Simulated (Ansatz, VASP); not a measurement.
One calculation of Sn, two programs

File INCAR:

```
PREC = Accurate ; ENCUT = 520
EDIFF = 1E-7 ; ISMEAR = 0
SIGMA = 0.1 ; LREAL = False
LASPH = True ; NELM = 60
ALGO = Fast ; ISIF = 2
LWAVE = False ; LCHARG = False
GGA = PS ; NBANDS = 13
```

Contents of KPOINTS:

```
Automatic mesh
0
Gamma
  16 16 16
```

File POSCAR:

```
Sn
1.0
   -1.7069600477      1.7466055839      2.3411012436
    1.7069600477     -1.7466055839      2.3411012436
    1.7069600477      1.7466055839     -2.3411012436
Sn
1
Direct
    0.0000000000      0.0000000000      0.0000000000
```

Input for Ansatz:

```yaml
crystal:
  lattice:
    - [-1.7069600477, 1.7466055839, 2.3411012436]
    - [1.7069600477, -1.7466055839, 2.3411012436]
    - [1.7069600477, 1.7466055839, -2.3411012436]
  atoms:
    - { symbol: Sn, position: [0.0, 0.0, 0.0] }
basis:
  ecutwfc: 420
kpoints:
  mp_grid: { grid: [16, 16, 16] }
hamiltonian:
  xc: pbesol
scf:
  occupations: { method: gaussian, width: 0.1 }
output:
  forces: true
  stress: true
  eigenvalues: true
```

Alike in both runs: task single point; functional PBEsol; k mesh 16 × 16 × 16; occupations gaussian, width 0.1 eV; no spin polarisation.

```csv
,VASP,Ansatz
version,VASP 6.6.1,Ansatz 0.2.0
potentials or method,"VASP PAW PBE potentials, release 64 (Sn_d), cutoff 520 eV","scalar-relativistic, plane waves, PAW"
valence electrons in the cell,14,14
```

```csv
,VASP,Ansatz,Ansatz less VASP
gap on the k mesh at the Fermi level (eV),none,none,-
pressure (GPa),-2.5,-2.5,0.00
"traceless stress, the component that is largest in VASP (GPa)",0.38,0.38,+0.001
```

VASP's potentials were made for PBE, not for PBEsol. A gap of «none» marks a metal or a gap that the smearing closes.
